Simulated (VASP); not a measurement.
Wanted: the native input for a VASP 6.6.1 run.

```yaml
Task: single point
Functional: LDA
Potentials_or_basis: VASP PAW LDA potentials, release 64 (Ti_sv, Pd)
Cutoff: 520 eV
k_mesh: 11 × 11 × 11
Occupations: fermi-dirac, width 0.05 eV
Spin: no spin polarisation
Dipole_correction: no
Further_INCAR_settings: ALGO = Normal; EDIFF = 1e-06; NBANDS = 29
```

The structure of TiPd3 lies in POSCAR:

```
TiPd3
1.0
    3.8452987505      0.0000000000      0.0000000000
    0.0000000000      3.8452987505      0.0000000000
    0.0000000000      0.0000000000      3.8452987505
Ti Pd
1 3
Direct
    0.0000000000      0.0000000000      0.0000000000
    0.0000000000      0.5000000000      0.5000000000
    0.5000000000      0.0000000000      0.5000000000
    0.5000000000      0.5000000000      0.0000000000
```

This cell differs from its parent crystal: volume scaled by 1.02.

The input as run:

INCAR

```
SYSTEM = TiPd3
PREC = Accurate ; ENCUT = 520
EDIFF = 1E-6 ; ISMEAR = -1
SIGMA = 0.05 ; LREAL = .FALSE.
LASPH = .TRUE. ; NELM = 60
ALGO = Normal ; ISIF = 2
LWAVE = .FALSE. ; LCHARG = .TRUE.
LELF = .TRUE. ; LVHAR = .TRUE.
NBANDS = 29
```

KPOINTS

```
Automatic mesh
0
G
  11 11 11
  0 0 0
```

Potentials or basis: VASP PAW LDA potentials, release 64 (Ti_sv, Pd).

The run is started by

```bash
$ cat potpaw_LDA.64/Ti_sv/POTCAR potpaw_LDA.64/Pd/POTCAR > POTCAR
$ mpirun -np 1 vasp_std > vasp.out
```

Results of the run:

```json
{
  "Pressure": "-1.8 GPa",
  "Band gap on the k mesh": "zero (band 21 reaches 12.40 eV, above the bottom of band 22 at 11.11 eV)"
}
```

It took 98 s on 1 thread of AMD EPYC 7R43 64-Core Processor (Zen 3) (shared host), peak memory 0.17 GiB.
